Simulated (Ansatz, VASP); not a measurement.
**Co: VASP beside Ansatz**

The input INCAR:

```
SYSTEM = Co
PREC = Accurate ; ENCUT = 520
EDIFF = 1E-6 ; ISMEAR = -1
SIGMA = 0.3 ; LREAL = .FALSE.
LASPH = .TRUE. ; NELM = 100
ALGO = Normal ; ISIF = 2
LWAVE = .FALSE. ; LCHARG = .FALSE.
NBANDS = 16
```

The input KPOINTS:

```
Automatic mesh
0
G
  15 15 8
  0 0 0
```

POSCAR

```
Co
1.0
    2.3995686430      0.0000000000      0.0000000000
   -1.1997843215      2.0780874030      0.0000000000
    0.0000000000      0.0000000000      3.8656883379
Co
2
Direct
    0.3333333333      0.6666666667      0.2500000000
    0.6666666667      0.3333333333      0.7500000000
```

Input for Ansatz:

```yaml
crystal:
  lattice:
    - [2.399568643, 0.0, 0.0]
    - [-1.1997843215, 2.078087403, 0.0]
    - [0.0, 0.0, 3.8656883379]
  atoms:
    - { symbol: Co, position: [0.3333333333, 0.6666666667, 0.25] }
    - { symbol: Co, position: [0.6666666667, 0.3333333333, 0.75] }
hamiltonian:
  xc: lda
  pseudopotentials:
    kind: paw
    azcp:
      Co: "pseudopotentials/Co.paw.azcp"
basis:
  ecutwfc: 420
  fft_grid_basis: typed
kpoints:
  mp_grid: { grid: [15, 15, 8], shift: [0, 0, 0] }
magnetization:
  spin_polarized: false
scf:
  occupations: { method: fermi_dirac, width: 0.3 }
  lower_state_search: "off"
output:
  stress: true
```

Alike in both runs: task single point; functional LDA; k mesh 15 × 15 × 8; occupations fermi-dirac, width 0.3 eV; no spin polarisation.

```csv
,VASP,Ansatz
version,VASP 6.6.1,Ansatz 0.2.0
potentials or method,"VASP PAW LDA potentials, release 64 (Co), cutoff 520 eV","plane waves (420 eV) with PAW, scalar-relativistic"
valence electrons in the cell,18,34
```

Ansatz gave:

| Quantity | Value |
| --- | --- |
| pressure (GPa) | 4.7 |
| traceless stress, the component that is largest in VASP (GPa) | -0.01 |

**Question.** Estimate VASP's values.

**Answer.** Pressure (GPa): 3.9; traceless stress, the component that is largest in VASP (GPa): -0.07.

Ansatz warns that its potentials were made for another functional, while VASP's fit it. LDA's correlation is that of Perdew and Zunger in VASP and of Perdew and Wang (1992) in Ansatz. VASP's potentials hold 18 valence electrons a cell and Ansatz's 34, so a difference there can come from the potentials and not from the codes.
